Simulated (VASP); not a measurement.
# Ti3O (P6_3/mcm) in VASP: further runs, part 3 of 3

VASP 6.6.1.

**6. Single point, PBEsol (14.27 Å³/atom)**

This run uses another cell than the first one, of 14.27 Å³/atom.

The input, INCAR:

```
  ALGO = Normal
  EDIFF = 1E-6
  ENCUT = 520
  GGA = PS
  ISIF = 2
  ISMEAR = 0
  LASPH = True
  LCHARG = False
  LREAL = False
  LWAVE = False
  NBANDS = 52
  NELM = 100
  PREC = Accurate
  SIGMA = 0.1
```

The input, KPOINTS:

```
k-points
0
Gamma
  12 12 8
```

The input, POSCAR:

```
Ti3O
1.0
    5.1786858846      0.0000000000      0.0000000000
   -2.5893429423      4.4848735343      0.0000000000
    0.0000000000      0.0000000000      4.9144795487
Ti O
6 2
Direct
    0.0000000000      0.6741967529      0.7500000000
    0.0000000000      0.3258032471      0.2500000000
    0.6741967529      0.0000000000      0.7500000000
    0.6741967529      0.6741967529      0.2500000000
    0.3258032471      0.3258032471      0.7500000000
    0.3258032471      0.0000000000      0.2500000000
    0.0000000000      0.0000000000      0.5000000000
    0.0000000000      0.0000000000      0.0000000000
```

Potentials or basis: VASP PAW PBE potentials, release 64 (Ti_sv, O).

Launch:

```bash
> cat potpaw_PBE.64/Ti_sv/POTCAR potpaw_PBE.64/O/POTCAR > POTCAR
> mpirun -np 1 vasp_std > vasp.out
```

OUTCAR:

```text
EDIFF = 1E-6
   ENCUT = 520
   GGA = PS
   ISIF = 2
   ISMEAR = 0
   LASPH = True
   LREAL = False
   NELM = 100
   PREC = Accurate

 ion  position               nearest neighbor table
   1  0.000  0.674  0.750-   7 2.09   8 2.09
   2  0.000  0.326  0.250-   7 2.09   8 2.09
   3  0.674  0.000  0.750-   7 2.09   8 2.09
   4  0.674  0.674  0.250-   7 2.09   8 2.09
   5  0.326  0.326  0.750-   7 2.09   8 2.09
   6  0.326  0.000  0.250-   7 2.09   8 2.09
   7  0.000  0.000  0.500-   3 2.09   6 2.09   1 2.09   4 2.09   5 2.09   2 2.09
   8  0.000  0.000  0.000-   3 2.09   6 2.09   1 2.09   4 2.09   5 2.09   2 2.09

  LATTYP: Found a hexagonal cell.
 ALAT       =     5.1786858846
 C/A-ratio  =     0.9489819731

  Lattice vectors:

 A1 = (   5.1786858846,   0.0000000000,   0.0000000000)
 A2 = (  -2.5893429423,   4.4848735343,   0.0000000000)
 A3 = (   0.0000000000,   0.0000000000,   4.9144795487)

Analysis of symmetry for initial positions (statically):
=====================================================================
 Subroutine PRICEL returns:
 Original cell was already a primitive cell.

 Routine SETGRP: Setting up the symmetry group for a
 hexagonal supercell.

 Subroutine GETGRP returns: Found 24 space group operations
 (whereof 12 operations were pure point group operations)
 out of a pool of 24 trial point group operations.

The static configuration has the point symmetry D_3d.
 The point group associated with its full space group is D_6h.

Analysis of symmetry for dynamics (positions and initial velocities):
=====================================================================
 Subroutine PRICEL returns:
 Original cell was already a primitive cell.

 Routine SETGRP: Setting up the symmetry group for a
 hexagonal supercell.

 Subroutine GETGRP returns: Found 24 space group operations
 (whereof 12 operations were pure point group operations)
 out of a pool of 24 trial point group operations.

The dynamic configuration has the point symmetry D_3d.
 The point group associated with its full space group is D_6h.

 Subroutine INISYM returns: Found 24 space group operations
 (whereof 12 operations are pure point group operations),
 and found     1 'primitive' translations

----------------------------------------------------------------------------------------

                                     Primitive cell

  volume of cell :     114.1425

  direct lattice vectors                    reciprocal lattice vectors
     5.178685885  0.000000000  0.000000000     0.193099180  0.111485864  0.000000000
    -2.589342942  4.484873534  0.000000000     0.000000000  0.222971728  0.000000000
     0.000000000  0.000000000  4.914479549     0.000000000  0.000000000  0.203480346

  length of vectors
     5.178685885  5.178685885  4.914479549     0.222971728  0.222971728  0.203480346

  position of ions in fractional coordinates (direct lattice)
     0.000000000  0.674196753  0.750000000
     0.000000000  0.325803247  0.250000000
     0.674196753  0.000000000  0.750000000
     0.674196753  0.674196753  0.250000000
     0.325803247  0.325803247  0.750000000
[... 45 lines left out ...]
  0.166667  0.000000  0.000000      6.000000
  0.250000 -0.000000  0.000000      6.000000
  0.333333 -0.000000  0.000000      6.000000
  0.416667 -0.000000  0.000000      6.000000
[... 16 lines left out ...]
  0.250000 -0.000000  0.125000     12.000000
  0.333333 -0.000000  0.125000     12.000000
 [... further k-points ...]
   k-points           NKPTS =     95   k-points in BZ     NKDIM =     95   number of bands    NBANDS=     52
   number of dos      NEDOS =    301   number of ions     NIONS =      8
   total plane-waves  NPLWV =  64000
   dimension x,y,z NGX =    40 NGY =   40 NGZ =   40
   dimension x,y,z NGXF=    80 NGYF=   80 NGZF=   80
   ions per type =               6   2
   NGX,Y,Z   is equivalent  to a cutoff of  12.84, 12.84, 13.53 a.u.
   NGXF,Y,Z  is equivalent  to a cutoff of  25.68, 25.68, 27.06 a.u.
 SYSTEM =  unknown system
   PREC   = accura    normal or accurate (medium, high low for compatibility)
   ISTART =      0    job   : 0-new  1-cont  2-samecut
   ICHARG =      2    charge: 1-file 2-atom 10-const
   ISPIN  =      1    spin polarized calculation?
   LNONCOLLINEAR =      F non collinear calculations
   LSORBIT =      F    spin-orbit coupling
   LASPH  =      T    aspherical Exc in radial PAW
   ENCUT  =  520.0 eV  38.22 Ry    6.18 a.u.   9.63  9.63  9.14*2*pi/ulx,y,z
   NELM   =    100;   NELMIN=  2; NELMDL= -5     # of ELM steps
   EDIFF  = 0.1E-05   stopping-criterion for ELM
   LREAL  =      F    real-space projection
   EDIFFG = 0.1E-04   stopping-criterion for IOM
   NSW    =      0    number of steps for IOM
   IBRION =     -1    ionic relax: 0-MD 1-quasi-New 2-CG
   NFREE  =      0    steps in history (QN), initial steepest desc. (CG)
   ISIF   =      2    stress and relaxation
   ISYM   =      2    0-nonsym 1-usesym 2-fastsym
   POTIM  = 0.5000    time-step for ionic-motion
   TEBEG  =    0.0;   TEEND  =   0.0 temperature during run
   PSTRESS=    0.0 pullay stress
   NELECT =      84.0000    total number of electrons
   NUPDOWN=      -1.0000    fix difference up-down
   EMIN   =  10.00;   EMAX   =-10.00  energy-range for DOS
   EFERMI =   0.00;   METHOD = LEGACY
   ISMEAR =     0;   SIGMA  =   0.10  broadening in eV -4-tet -1-fermi 0-gaus
   EFERMI_NEDOS =   21; number of points for ismear=-14 and -15
   IALGO  =     38    algorithm
   IMIX   =      4    mixing-type and parameters
     AMIX     =   0.40;   BMIX     =  1.00
     AMIX_MAG =   1.60;   BMIX_MAG =  1.00
  volume/ion in A,a.u.               =      14.27        96.28
  Fermi-wavevector in a.u.,A,eV,Ry     =   1.478038  2.793086 29.723223  2.184595
  Thomas-Fermi vector in A             =   2.592368
   LORBIT       =      0    0 simple, 1 ext, 2 COOP (PROOUT), +10 PAW based schemes
   GGA     = PS    functional components
   LHFCALC =     F    Hartree Fock is set to
   AEXX    =    0.0000 exact exchange contribution
   IVDW    =     0    specifies the selected vdW correction
   LEPSILON=     F    determine dielectric tensor
   LRPA    =     F    only Hartree local field effects (RPA)
 non-spin polarized calculation
 Gauss-broadening in eV      SIGMA  =   0.10
  energy-cutoff  :      520.00
  volume of cell :      114.14
 maximum number of plane-waves:      3126
 NGX is ok and might be reduce to    40
   NGX = 19   NGY = 19   NGZ = 19

 number of electron      83.9999987 magnetization

 Free energy of the ion-electron system (eV)
  ---------------------------------------------------
  ext. energy  EPLUGINS =         0.00000000
  ---------------------------------------------------
  free energy    TOTEN  =       -71.30203889 eV

  energy without entropy =      -71.27609223  energy(sigma->0) =      -71.28906556

 E-fermi :   8.5957     XC(G=0): -11.8784

 val. band max:        8.5926087550   @ k =   0.1667   0.1667   0.1250
 cond. band min:       8.5985342135   @ k =   0.1667   0.0000   0.5000
 fundamental gap:      0.0059254585
 Fermi energy:         8.5956962357

 k-point     1 :       0.0000    0.0000    0.0000
  band No.  band energies     occupation
      1     -48.4359      2.00000
      2     -48.3442      2.00000
      3     -48.3231      2.00000
      4     -48.3231      2.00000
      5     -48.3124      2.00000
      6     -48.3124      2.00000
[... 1309 lines left out ...]
     51      10.2181      0.00000
     52      10.4629      0.00000

 [... further k-points ...]

------------------------ aborting loop because EDIFF is reached ----------------------------------------

  FORCE on cell =-STRESS in cart. coord.  units (eV):
  Direction    XX          YY          ZZ          XY          YZ          ZX
  --------------------------------------------------------------------------------------
  -------------------------------------------------------------------------------------
  Total       -5.3848581     -5.3848581     -5.4065160      0.0000000      0.0000000      0.0000000
  in kB      -75.5853348    -75.5853348    -75.8893395      0.0000000      0.0000000      0.0000000
  external PRESSURE =     -75.6866697 kB  Pullay stress =       0.0000000 kB

 VOLUME and BASIS-vectors are now :
 -----------------------------------------------------------------------------
  energy-cutoff  :      520.00
  volume of cell :      114.14
      direct lattice vectors                 reciprocal lattice vectors
     5.178685885  0.000000000  0.000000000     0.193099180  0.111485864  0.000000000
    -2.589342942  4.484873534  0.000000000     0.000000000  0.222971728  0.000000000
     0.000000000  0.000000000  4.914479549     0.000000000  0.000000000  0.203480346

 POSITION                                       TOTAL-FORCE (eV/Angst)
 -----------------------------------------------------------------------------------
     -1.74573      3.02369      3.68586         0.028444     -0.049266     -0.000000
     -0.84362      1.46119      1.22862        -0.028444      0.049266     -0.000000
      3.49145      0.00000      3.68586        -0.056888      0.000000      0.000000
      1.74573      3.02369      1.22862        -0.028444     -0.049266      0.000000
      0.84362      1.46119      3.68586         0.028444      0.049266     -0.000000
      1.68723      0.00000      1.22862         0.056888      0.000000      0.000000
      0.00000      0.00000      2.45724        -0.000000      0.000000     -0.000000
      0.00000      0.00000      0.00000        -0.000000      0.000000     -0.000000
 -----------------------------------------------------------------------------------
    total drift:                                0.000000     -0.000000      0.000000

  FREE ENERGIE OF THE ION-ELECTRON SYSTEM (eV)
  ---------------------------------------------------
  free  energy   TOTEN  =       -71.3020388944 eV

  energy  without entropy=      -71.2760922322  energy(sigma->0) =      -71.28906556
```

Wall time 6.9 min (1 thread of AMD EPYC 9R14 (Zen 4), shared host); peak memory 0.49 GiB.

What came out:

- Free energy: -71.3020 eV
- Pressure: -7.6 GPa
- Largest force: 0.057 eV/Å
- Band gap on the k mesh: zero (bands 42 and 43 overlap by 0.69 eV)

Forces on the atoms (eV/Å):
```
Ti   0.028 -0.049  0.000
Ti  -0.028  0.049  0.000
Ti  -0.057  0.000  0.000
Ti  -0.028 -0.049  0.000
Ti   0.028  0.049  0.000
Ti   0.057  0.000  0.000
O    0.000  0.000  0.000
O    0.000  0.000  0.000
```

Caveat: the cell stands under tension; the PAW data sets were made with another functional, which shifts forces and pressure a little.

**7. Overview**

```tsv
cell	gap on the mesh (eV)	pressure (GPa)	largest force (eV/Å)
a = 4.947, b = 4.947, c = 4.776 Å, angles 90.0, 90.0, 120.0°, 8 atoms, atomic positions A	none	10.9	0.07
a = 5.007, b = 5.007, c = 4.811 Å, angles 90.0, 90.0, 120.0°, 8 atoms, atomic positions A	none	5.2	0.06
a = 5.253, b = 5.253, c = 4.956 Å, angles 90.0, 90.0, 120.0°, 8 atoms, atomic positions B	none	-11.6	0.05
a = 5.127, b = 5.127, c = 4.911 Å, angles 90.0, 90.0, 120.0°, 8 atoms, atomic positions C	none	-5.9	0.27
a = 5.179, b = 5.179, c = 4.914 Å, angles 90.0, 90.0, 120.0°, 8 atoms, atomic positions B	none	-7.6	0.06
```

Alike in all rows: task single point; level PBEsol; potentials or basis VASP PAW PBE potentials, release 64 (Ti_sv, O); no spin polarisation; k mesh 12 × 12 × 8; cutoff (eV) 520; smearing gaussian 0.1 eV.

Caveats: the PAW data sets were made with another functional, which shifts forces and pressure a little; the cell stands under tension (at least some runs); the cell stands under pressure (at least some runs).

Total energies depend on the potentials used, so only differences within one code and one set of settings carry meaning.
